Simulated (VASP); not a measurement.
## Mn: single point with PBE

The system is Mn.

```
CELL_PARAMETERS angstrom
2.48165 0.00000 0.00000
-1.24083 2.14918 0.00000
0.00000 0.00000 4.01692
ATOMIC_POSITIONS crystal
Mn 0.66667 0.33333 0.25000
Mn 0.33333 0.66667 0.75000
```

This isn't the form of Mn at room conditions, which is a 58-atom cubic cell.

```
Program                : VASP 6.6.1
Task                   : single point
Functional             : PBE
Potentials or basis    : VASP PAW PBE potentials, release 64 (Mn_pv)
Cutoff                 : 520 eV
k mesh                 : 9 × 9 × 6
Occupations            : gaussian, width 0.1 eV
Spin                   : collinear spin
Starting moments       : [0.06, 0.06] μB
Dipole correction      : no
Further INCAR settings : ALGO = Fast; EDIFF = 1e-06; NBANDS = 24
```

```yaml
Pressure: -0.1 GPa
Band_gap_on_the_k_mesh: zero (filled and empty bands overlap)
Net_moment: 0.00 μB per cell
Valence_electrons_inside_the_program's_atomic_spheres: Mn 11.99
```

Stress tensor (GPa, compression positive):
```
 0.03  0.00  0.00
 0.00  0.03  0.00
 0.00  0.00 -0.31
```

Levels at points of the mesh, in eV from the Fermi level:
Spin up:
| k point | band 11 | band 12 | band 13 | band 14 | band 15 | band 16 |
| --- | --- | --- | --- | --- | --- | --- |
| (0.00, 0.00, 0.00) | -0.94 | -0.47 | -0.47 | 0.05 | 0.05 | 0.75 |
| (0.00, 0.00, 0.50) | -1.03 | -1.03 | -1.03 | -1.03 | 1.19 | 1.19 |
Spin down:
```csv
k point,band 11,band 12,band 13,band 14,band 15,band 16
"(0.00, 0.00, 0.00)",-0.94,-0.47,-0.47,0.05,0.05,0.75
"(0.00, 0.00, 0.50)",-1.03,-1.03,-1.03,-1.03,1.19,1.19
```

It took 18 s on 1 thread of AMD EPYC 9R45 96-Core Processor (Zen 5), on a shared host, peak memory 0.13 GiB.
